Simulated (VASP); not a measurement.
## NaMg2Si2: relaxation of cell and atoms with PBE

The system is NaMg2Si2.

```
CELL_PARAMETERS angstrom
2.45715 -3.86530 0.00000
2.45715 3.86530 0.00000
0.00000 0.00000 4.56835
ATOMIC_POSITIONS crystal
Na 0.50000 0.50000 0.50000
Mg 0.74132 0.25868 0.00000
Mg 0.25868 0.74132 0.00000
Si 0.50000 0.50000 0.00000
Si 0.00000 0.00000 0.00000
```

The cell was built from a structure type or drawn by symmetry, and may not be a known phase.

| Quantity | Value |
| --- | --- |
| Program | VASP 6.6.1 |
| Task | relaxation of cell and atoms |
| Functional | PBE |
| Potentials or basis | VASP PAW PBE potentials, release 64 (Na_pv, Mg, Si) |
| Cutoff | 600 eV |
| k mesh | 4 × 4 × 4 |
| Occupations | gaussian, width 0.1 eV |
| Spin | no spin polarisation |
| Dipole correction | no |
| Further INCAR settings | ALGO = Normal; EDIFF = 1e-06; IBRION = 2; EDIFFG = -0.04; NSW = 90; ISIF = 3 |

```
Relaxed volume                        : 33.69 Å³/atom
Relaxed cell                          : a = 5.952 Å, b = 5.952 Å, c = 5.803 Å, α = 90.00°, β = 90.00°, γ = 124.95°
Space group after relaxing (to 0.1 Å) : Cmmm (No. 65)
Energy gained by relaxing             : 2192.4 meV/atom
Ionic steps                           : 16
Pressure after relaxing               : 0.0 GPa
Band gap on the k mesh                : zero (an odd number of electrons rules out a gap without spin polarisation)
```

Forces in eV/Å, atoms in the order of the input:
```
Na   0.000  0.000  0.000
Mg   0.000  0.003  0.000
Mg   0.000 -0.003  0.000
Si   0.000  0.000  0.000
Si   0.000  0.000  0.000
```

Stress tensor (GPa, compression positive):
```
 0.14  0.00  0.00
 0.00 -0.12  0.00
 0.00  0.00 -0.15
```

The path:
```
step  energy change (eV)  largest force (eV/Å)  pressure (GPa)  volume (Å³)
   1              0.0000                4.4946           62.13        86.78
   2             -9.5817                0.6184           -1.58       188.50
   3            -10.2553                0.2852            5.45       133.71
   4            -10.3039                0.1695            1.20       151.73
   5            -10.3542                0.0307            2.88       143.10
   6            -10.3511                0.0627            3.18       141.85
   7            -10.7344                0.1761            1.09       153.50
   8            -10.8656                0.2638           -0.03       164.09
   9            -10.8872                0.3279           -0.41       169.38
  10            -10.8890                0.3582           -0.56       171.72
  11            -10.9159                0.3849           -0.08       168.95
  12            -10.9227                0.3927            0.39       166.73
  13            -10.9415                0.2671            0.35       166.70
  14            -10.9568                0.0010            0.36       166.64
  15            -10.9617                0.0033           -0.14       168.87
  16            -10.9619                0.0029           -0.04       168.46
```

Final structure:
```
Na Mg Si
1.0
     2.75035   -5.27791    0.00000
     2.75035    5.27791    0.00000
     0.00000    0.00000    5.80260
Na Mg Si
1 2 2
Direct
  0.50000 0.50000 0.50000
  0.75055 0.24945 0.00000
  0.24945 0.75055 0.00000
  0.50000 0.50000 0.00000
  0.00000 0.00000 0.00000
```

Levels at points of the mesh, in eV from the Fermi level:
| k point | band 6 | band 7 | band 8 | band 9 | band 10 | band 11 | band 12 | band 13 |
| --- | --- | --- | --- | --- | --- | --- | --- | --- |
| (0.00, 0.00, 0.00) | -2.96 | -2.69 | -1.98 | -1.92 | -0.75 | 0.11 | 1.02 | 1.66 |
| (0.50, 0.00, 0.00) | -3.07 | -3.00 | -0.94 | -0.47 | 1.09 | 1.22 | 1.64 | 1.70 |
| (0.50, 0.50, 0.00) | -4.94 | -3.27 | -1.56 | 0.48 | 0.88 | 1.43 | 1.83 | 1.87 |
| (0.00, 0.00, 0.50) | -2.94 | -2.87 | -2.64 | -1.66 | -0.67 | 0.22 | 1.25 | 1.88 |
| (0.50, 0.00, 0.50) | -2.97 | -2.90 | -1.75 | -1.18 | 1.44 | 1.48 | 1.51 | 1.71 |
| (0.50, 0.50, 0.50) | -4.83 | -3.23 | -2.28 | -0.48 | 0.51 | 0.93 | 2.16 | 2.87 |

It took 4.1 min on 1 thread of Intel(R) Xeon(R) Platinum 8375C CPU @ 2.90GHz (Ice Lake) (shared host), peak memory 0.26 GiB.

Caveat: the k points lie up to 0.32 Å⁻¹ apart in the final cell, too coarse for converged energies and pressures of a metal; the volume moved by over 15 % at a fixed basis, so the end points are rough.
